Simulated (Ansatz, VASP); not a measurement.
InSe: VASP beside Ansatz

```xyz
4
Lattice="5.8749 -2.0553 -0.0053 5.8749 2.0553 -0.0053 -1.6051 0.0000 4.2721" Properties=species:S:1:pos:R:3 pbc="T T T"
In   10.3614    0.0000    0.1547
In   -0.2167    0.0000    4.1468
Se    6.6696    0.0000    2.7165
Se    3.4751    0.0000    1.5450
```

Alike in both runs: task single point; functional PBEsol; k mesh 8 × 8 × 6; occupations gaussian, width 0.05 eV; no spin polarisation.

|  | VASP | Ansatz |
| --- | --- | --- |
| version | VASP 6.6.1 | Ansatz 0.2.0 |
| potentials or method | VASP PAW PBE potentials, release 64 (In_d, Se), cutoff 520 eV | scalar-relativistic, plane waves, PAW |
| valence electrons in the cell | 38 | 58 |

|  | VASP | Ansatz | Ansatz less VASP |
| --- | --- | --- | --- |
| gap on the k mesh at the Fermi level (eV) | 0.69 | 0.70 | +0.005 |
| least direct gap on the mesh (eV) | 1.01 | 1.02 | +0.008 |
| pressure (GPa) | 0.2 | 0.1 | -0.09 |
| traceless stress, the component that is largest in VASP (GPa) | -0.24 | -0.23 | +0.007 |
| rms of the force components (eV/Å) | 0.070 | 0.066 | -0.0033 |

VASP's potentials were made for PBE, not for PBEsol. Atom by atom the forces differ by 0.010 eV/Å (rms over components). With one functional, cell and mesh, what is left measures potentials, basis and numerics. VASP's potentials hold 38 valence electrons a cell and Ansatz's 58, so a difference there can come from the potentials and not from the codes.
